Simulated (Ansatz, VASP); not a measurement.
## One calculation of BN, two programs

The input INCAR:

```
SYSTEM = BN
PREC = Accurate
ENCUT = 520
EDIFF = 1E-7
ISMEAR = 0
SIGMA = 0.05
LREAL = .False.
LASPH = .True.
NELM = 60
ALGO = Normal
ISIF = 2
LWAVE = .False.
LCHARG = .True.
GGA = CA
LELF = .True.
LVHAR = .True.
NBANDS = 16
```

File KPOINTS:

```
Automatic mesh
0
Gamma
  12 12 4
  0 0 0
```

File POSCAR:

```
BN
1.0
    2.5039917043      0.0000000000      0.0000000000
   -1.2519958522      2.1685204268      0.0000000000
    0.0000000000      0.0000000000      6.6612000000
B N
2 2
Direct
    0.3600591824      0.6862313460      0.2500000000
    0.6399408176      0.3137686540      0.7500000000
    0.3066331771      0.6471207958      0.7500000000
    0.6933668229      0.3528792042      0.2500000000
```

Input for Ansatz:

```yaml
crystal:
  lattice:
    - [2.5039917043, 0.0, 0.0]
    - [-1.2519958522, 2.1685204268, 0.0]
    - [0.0, 0.0, 6.6612]
  atoms:
    - { symbol: B, position: [0.3600591824, 0.686231346, 0.25] }
    - { symbol: B, position: [0.6399408176, 0.313768654, 0.75] }
    - { symbol: "N", position: [0.3066331771, 0.6471207958, 0.75] }
    - { symbol: "N", position: [0.6933668229, 0.3528792042, 0.25] }
basis:
  ecutwfc: 420
kpoints:
  mp_grid: { grid: [12, 12, 4] }
hamiltonian:
  xc: lda
scf:
  occupations: { method: gaussian, width: 0.05 }
output:
  forces: true
  stress: true
  eigenvalues: true
```

Change from the starting cell: mode 4 (44.4 1/cm) frozen in, largest displacement +0.060 Å.

Alike in both runs: task single point; functional LDA; k mesh 12 × 12 × 4; occupations gaussian, width 0.05 eV; no spin polarisation.

```csv
,VASP,Ansatz
version,VASP 6.6.1,Ansatz 0.2.0
potentials or method,"VASP PAW LDA potentials, release 64 (B, N), cutoff 520 eV","scalar-relativistic, plane waves, PAW"
valence electrons in the cell,16,16
```

Ansatz gave:

* gap on the k mesh at the Fermi level (eV): 3.92
* least direct gap on the mesh (eV): 4.33
* pressure (GPa): -4.6
* traceless stress, the component that is largest in VASP (GPa): 3.99
* rms of the force components (eV/Å): 0.003

Task: Which values does VASP return?

Result: gap on the k mesh at the Fermi level (eV): 3.90; least direct gap on the mesh (eV): 4.31; pressure (GPa): -4.2; traceless stress, the component that is largest in VASP (GPa): 3.39; rms of the force components (eV/Å): 0.004.

LDA's correlation is that of Perdew and Zunger in VASP and of Perdew and Wang (1992) in Ansatz. Atom by atom the forces differ by 0.000 eV/Å (rms over components).
